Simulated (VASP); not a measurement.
# Ir (P6/mmm) in VASP: single point with PBEsol

Aim: the single point of Ir with PBEsol.

Everything below comes from runs of VASP 6.6.1. Logs are shortened: lines on timing, memory, paths and dates and some standing lists are left out, and cuts for length are marked.

## Step 1: The cell of the first run

It takes space group P6/mmm (No. 191, hexagonal). Conventional cell: a = 3.042 Å, b = 3.042 Å, c = 2.703 Å, α = 90.00°, β = 90.00°, γ = 120.00°. Ir (site symmetry 6/mmm) has 8 Ir at 2.70 to 3.04 Å within 3.6 Å.

This isn't the form of Ir at room conditions, which is fcc.

## Step 2: Single point, PBEsol

Contents of INCAR:

```
PREC = Accurate ; ENCUT = 500
EDIFF = 1E-6 ; ISMEAR = 1
SIGMA = 0.1 ; LREAL = False
LASPH = True ; NELM = 120
ALGO = Normal ; ISIF = 2
LWAVE = False ; LCHARG = False
GGA = PS ; NBANDS = 10
GGA_COMPAT = False
```

Contents of KPOINTS:

```
Automatic mesh
0
Gamma
  11 11 11
```

Contents of POSCAR:

```
Ir
1.0
    3.0421080000      0.0000000000      0.0000000000
   -1.5210540000      2.6345430000      0.0000000000
    0.0000000000      0.0000000000      2.7029720000
Ir
1
Direct
    0.0000000000      0.0000000000      0.0000000000
```

Potentials or basis: VASP PAW PBE potentials, release 64 (Ir).

On the command line:

```
$ cat potpaw_PBE.64/Ir/POTCAR > POTCAR
$ mpirun -np 1 vasp_std > vasp.out
```

OUTCAR:

```text
PREC = Accurate
   ENCUT = 500
   EDIFF = 1E-6
   ISMEAR = 1
   LREAL = False
   LASPH = True
   NELM = 120
   ISIF = 2
   GGA = PS

 ion  position               nearest neighbor table
   1  0.000  0.000  0.000-

  LATTYP: Found a hexagonal cell.
 ALAT       =     3.0421080000
 C/A-ratio  =     0.8885194083

  Lattice vectors:

 A1 = (   3.0421080000,   0.0000000000,   0.0000000000)
 A2 = (  -1.5210540000,   2.6345430000,   0.0000000000)
 A3 = (   0.0000000000,   0.0000000000,   2.7029720000)

Analysis of symmetry for initial positions (statically):
=====================================================================
 Subroutine PRICEL returns:
 Original cell was already a primitive cell.

 Routine SETGRP: Setting up the symmetry group for a
 hexagonal supercell.

 Subroutine GETGRP returns: Found 24 space group operations
 (whereof 24 operations were pure point group operations)
 out of a pool of 24 trial point group operations.

The static configuration has the point symmetry D_6h.

Analysis of symmetry for dynamics (positions and initial velocities):
=====================================================================
 Subroutine PRICEL returns:
 Original cell was already a primitive cell.

 Routine SETGRP: Setting up the symmetry group for a
 hexagonal supercell.

 Subroutine GETGRP returns: Found 24 space group operations
 (whereof 24 operations were pure point group operations)
 out of a pool of 24 trial point group operations.

The dynamic configuration has the point symmetry D_6h.

 Subroutine INISYM returns: Found 24 space group operations
 (whereof 24 operations are pure point group operations),
 and found     1 'primitive' translations

----------------------------------------------------------------------------------------

                                     Primitive cell

  volume of cell :      21.6631

  direct lattice vectors                    reciprocal lattice vectors
     3.042108000  0.000000000  0.000000000     0.328719427  0.189786236  0.000000000
    -1.521054000  2.634543000  0.000000000     0.000000000  0.379572472  0.000000000
     0.000000000  0.000000000  2.702972000     0.000000000  0.000000000  0.369963137

  length of vectors
     3.042108000  3.042108165  2.702972000     0.379572493  0.379572472  0.369963137

  position of ions in fractional coordinates (direct lattice)
     0.000000000  0.000000000  0.000000000

  ion indices of the primitive-cell ions
   primitive index   ion index
                 1           1

----------------------------------------------------------------------------------------

 KPOINTS: Automatic mesh

Automatic generation of k-mesh.
 Grid dimensions read from file:
 generate k-points for:   11   11   11

 Generating k-lattice:

  Cartesian coordinates                     Fractional coordinates (reciprocal lattice)
     0.029883584  0.017253294  0.000000000     0.090909091 -0.000000000  0.000000000
     0.000000000  0.034506588  0.000000000     0.000000000  0.090909091  0.000000000
     0.000000000  0.000000000  0.033633012     0.000000000  0.000000000  0.090909091

  Length of vectors
     0.034506590  0.034506588  0.033633012

  Shift w.r.t. Gamma in fractional coordinates (k-lattice)
     0.000000000  0.000000000  0.000000000

 Subroutine IBZKPT returns following result:
 ===========================================

 Found     96 irreducible k-points:

 Following reciprocal coordinates:
            Coordinates               Weight
  0.000000  0.000000  0.000000      1.000000
  0.090909  0.000000  0.000000      6.000000
  0.181818  0.000000  0.000000      6.000000
  0.272727  0.000000  0.000000      6.000000
  0.363636  0.000000  0.000000      6.000000
  0.454545  0.000000  0.000000      6.000000
[... 16 lines left out ...]
  0.090909  0.090909  0.090909     12.000000
  0.181818  0.090909  0.090909     24.000000
 [... further k-points ...]
   k-points           NKPTS =     96   k-points in BZ     NKDIM =     96   number of bands    NBANDS=     10
   number of dos      NEDOS =    301   number of ions     NIONS =      1
   total plane-waves  NPLWV =  11520
   dimension x,y,z NGX =    24 NGY =   24 NGZ =   20
   dimension x,y,z NGXF=    48 NGYF=   48 NGZF=   40
   ions per type =               1
   NGX,Y,Z   is equivalent  to a cutoff of  13.12, 13.12, 12.30 a.u.
   NGXF,Y,Z  is equivalent  to a cutoff of  26.23, 26.23, 24.60 a.u.
 SYSTEM =  unknown system
   PREC   = accura    normal or accurate (medium, high low for compatibility)
   ISTART =      0    job   : 0-new  1-cont  2-samecut
   ICHARG =      2    charge: 1-file 2-atom 10-const
   ISPIN  =      1    spin polarized calculation?
   LNONCOLLINEAR =      F non collinear calculations
   LSORBIT =      F    spin-orbit coupling
   LASPH  =      T    aspherical Exc in radial PAW
   ENCUT  =  500.0 eV  36.75 Ry    6.06 a.u.   5.55  5.55  4.93*2*pi/ulx,y,z
   NELM   =    120;   NELMIN=  2; NELMDL= -5     # of ELM steps
   EDIFF  = 0.1E-05   stopping-criterion for ELM
   LREAL  =      F    real-space projection
   EDIFFG = 0.1E-04   stopping-criterion for IOM
   NSW    =      0    number of steps for IOM
   IBRION =     -1    ionic relax: 0-MD 1-quasi-New 2-CG
   NFREE  =      0    steps in history (QN), initial steepest desc. (CG)
   ISIF   =      2    stress and relaxation
   ISYM   =      2    0-nonsym 1-usesym 2-fastsym
   POTIM  = 0.5000    time-step for ionic-motion
   TEBEG  =    0.0;   TEEND  =   0.0 temperature during run
   PSTRESS=    0.0 pullay stress
   NELECT =       9.0000    total number of electrons
   NUPDOWN=      -1.0000    fix difference up-down
   EMIN   =  10.00;   EMAX   =-10.00  energy-range for DOS
   EFERMI =   0.00;   METHOD = LEGACY
   ISMEAR =     1;   SIGMA  =   0.10  broadening in eV -4-tet -1-fermi 0-gaus
   EFERMI_NEDOS =   21; number of points for ismear=-14 and -15
   IALGO  =     38    algorithm
   IMIX   =      4    mixing-type and parameters
     AMIX     =   0.40;   BMIX     =  1.00
     AMIX_MAG =   1.60;   BMIX_MAG =  1.00
  volume/ion in A,a.u.               =      21.66       146.19
  Fermi-wavevector in a.u.,A,eV,Ry     =   1.221561  2.308416 20.302769  1.492211
  Thomas-Fermi vector in A             =   2.356739
   LORBIT       =      0    0 simple, 1 ext, 2 COOP (PROOUT), +10 PAW based schemes
   GGA     = PS    functional components
   LHFCALC =     F    Hartree Fock is set to
   AEXX    =    0.0000 exact exchange contribution
   IVDW    =     0    specifies the selected vdW correction
   LEPSILON=     F    determine dielectric tensor
   LRPA    =     F    only Hartree local field effects (RPA)
 non-spin polarized calculation
 Methfessel and Paxton  Order N= 1 SIGMA  =   0.10
  energy-cutoff  :      500.00
  volume of cell :       21.66
 maximum number of plane-waves:       573
 NGX is ok and might be reduce to    24
   NGX = 11   NGY = 11   NGZ =  9

 number of electron       9.0000001 magnetization

 Free energy of the ion-electron system (eV)
  ---------------------------------------------------
  ext. energy  EPLUGINS =         0.00000000
  ---------------------------------------------------
  free energy    TOTEN  =        -7.85217277 eV

  energy without entropy =       -7.85114430  energy(sigma->0) =       -7.85182994

 E-fermi :   4.2205     XC(G=0): -11.6271

 val. band max:        4.2144398909   @ k =   0.0909   0.0909   0.1818
 cond. band min:       4.2265748312   @ k =   0.3636   0.0000   0.1818
 fundamental gap:      0.0121349403
 Fermi energy:         4.2205190485

 k-point     1 :       0.0000    0.0000    0.0000
  band No.  band energies     occupation
      1      -2.9702      2.00000
      2      -0.0691      2.00000
      3       2.2671      2.00000
      4       2.2671      2.00000
      5       5.0421     -0.00000
      6       5.0421     -0.00000
      7      18.5104      0.00000
      8      19.3414      0.00000
      9      20.9690      0.00000
     10      20.9690      0.00000

 k-point     2 :       0.0909    0.0000    0.0000
  band No.  band energies     occupation
      1      -2.7531      2.00000
      2       0.0022      2.00000
      3       2.1444      2.00000
      4       2.4299      2.00000
      5       4.9253     -0.00000
      6       5.0196     -0.00000
      7      18.5531      0.00000
      8      19.6708      0.00000
      9      19.7206      0.00000
     10      20.3312      0.00000

 k-point     3 :       0.1818    0.0000    0.0000
  band No.  band energies     occupation
      1      -2.1565      2.00000
      2       0.2027      2.00000
      3       1.8905      2.00000
      4       2.8940      2.00000
      5       4.6290     -0.00000
      6       4.9595     -0.00000
      7      16.3046      0.00000
      8      18.9346      0.00000
      9      19.9275      0.00000
     10      20.7788      0.00000

 k-point     4 :       0.2727    0.0000    0.0000
  band No.  band energies     occupation
      1      -1.3852      2.00000
      2       0.4153      2.00000
      3       1.9012      2.00000
      4       3.5774      2.00000
      5       4.2729      0.23394
      6       4.8820     -0.00000
      7      13.3650      0.00000
      8      17.3740      0.00000
      9      20.7714      0.00000
     10      22.3009      0.00000

 k-point     5 :       0.3636    0.0000    0.0000
  band No.  band energies     occupation
      1      -0.7867      2.00000
      2       0.4002      2.00000
      3       2.7525      2.00000
      4       3.9718      2.00245
      5       4.3129     -0.03062
      6       4.8118     -0.00000
      7      10.5476      0.00000
      8      15.9971      0.00000
      9      21.3612      0.00000
     10      23.3509      0.00000

 k-point     6 :       0.4545    0.0000    0.0000
  band No.  band energies     occupation
      1      -0.5274      2.00000
      2       0.3249      2.00000
      3       3.8029      2.00000
      4       4.1262      2.03649
      5       4.7705     -0.00000
      6       4.8224     -0.00000
      7       8.2844      0.00000
      8      15.1512      0.00000
      9      21.8047      0.00000
     10      22.4550      0.00000
[... 183 lines left out ...]
 k-point    21 :       0.3636    0.0000    0.0909
  band No.  band energies     occupation
      1      -0.5166      2.00000
      2       0.5417      2.00000
      3       2.5361      2.00000
      4       4.0386      2.02743
      5       4.3129     -0.03048
      6       4.5917     -0.00000
      7      10.8069      0.00000
      8      16.4113      0.00000
      9      20.5168      0.00000
     10      22.4332      0.00000

 k-point    22 :       0.4545    0.0000    0.0909
  band No.  band energies     occupation
      1      -0.2738      2.00000
      2       0.4957      2.00000
      3       2.9006      2.00000
      4       4.5139     -0.00027
      5       4.8446     -0.00000
      6       4.9862     -0.00000
      7       8.4004      0.00000
      8      15.5664      0.00000
      9      21.1195      0.00000
     10      22.0905      0.00000

 k-point    23 :       0.0909    0.0909    0.0909
  band No.  band energies     occupation
      1      -2.1035      2.00000
      2       0.3280      2.00000
      3       1.9701      2.00000
      4       2.7975      2.00000
      5       4.5020     -0.00051
      6       4.7532     -0.00000
      7      17.7800      0.00000
      8      18.2947      0.00000
      9      18.9447      0.00000
     10      21.0158      0.00000

 k-point    24 :       0.1818    0.0909    0.0909
  band No.  band energies     occupation
      1      -1.3826      2.00000
      2       0.5675      2.00000
      3       1.7218      2.00000
      4       3.4127      2.00000
      5       4.2127      1.13226
      6       4.6578     -0.00000
      7      15.0956      0.00000
      8      17.1901      0.00000
      9      19.7488      0.00000
     10      21.9492      0.00000

 [... further k-points ...]

------------------------ aborting loop because EDIFF is reached ----------------------------------------

  FORCE on cell =-STRESS in cart. coord.  units (eV):
  Direction    XX          YY          ZZ          XY          YZ          ZX
  --------------------------------------------------------------------------------------
  -------------------------------------------------------------------------------------
  Total       -6.4456069     -6.4456078     -4.9410865     -0.0000000      0.0000000      0.0000000
  in kB     -476.7085394   -476.7086085   -365.4362042     -0.0000000      0.0000000      0.0000000
  external PRESSURE =    -439.6177841 kB  Pullay stress =       0.0000000 kB

 VOLUME and BASIS-vectors are now :
 -----------------------------------------------------------------------------
  energy-cutoff  :      500.00
  volume of cell :       21.66
      direct lattice vectors                 reciprocal lattice vectors
     3.042108000  0.000000000  0.000000000     0.328719427  0.189786236  0.000000000
    -1.521054000  2.634543000  0.000000000     0.000000000  0.379572472  0.000000000
     0.000000000  0.000000000  2.702972000     0.000000000  0.000000000  0.369963137

 POSITION                                       TOTAL-FORCE (eV/Angst)
 -----------------------------------------------------------------------------------
      0.00000      0.00000      0.00000         0.000000      0.000000      0.000000
 -----------------------------------------------------------------------------------
    total drift:                                0.000000      0.000000     -0.000000

  FREE ENERGIE OF THE ION-ELECTRON SYSTEM (eV)
  ---------------------------------------------------
  free  energy   TOTEN  =        -7.8521727667 eV

  energy  without entropy=       -7.8511443013  energy(sigma->0) =       -7.85182994
```

It took 22 s on 1 thread of AMD EPYC 7R43 (Zen 3), shared host; peak memory 0.11 GiB.

Results:

```
Free energy            : -7.8522 eV
Pressure               : -44.0 GPa
Band gap on the k mesh : zero (an odd number of electrons rules out a gap without spin polarisation)
```

Levels at points of the mesh, in eV from the Fermi level:
| k point | band 2 | band 3 | band 4 | band 5 | band 6 | band 7 |
| --- | --- | --- | --- | --- | --- | --- |
| (0.00, 0.00, 0.00) | -4.29 | -1.95 | -1.95 | 0.82 | 0.82 | 14.29 |

Caveat: the cell stands under tension; the PAW data sets were made with another functional, which shifts forces and pressure a little; spin-orbit coupling is left out, which moves the levels of the heavy elements.
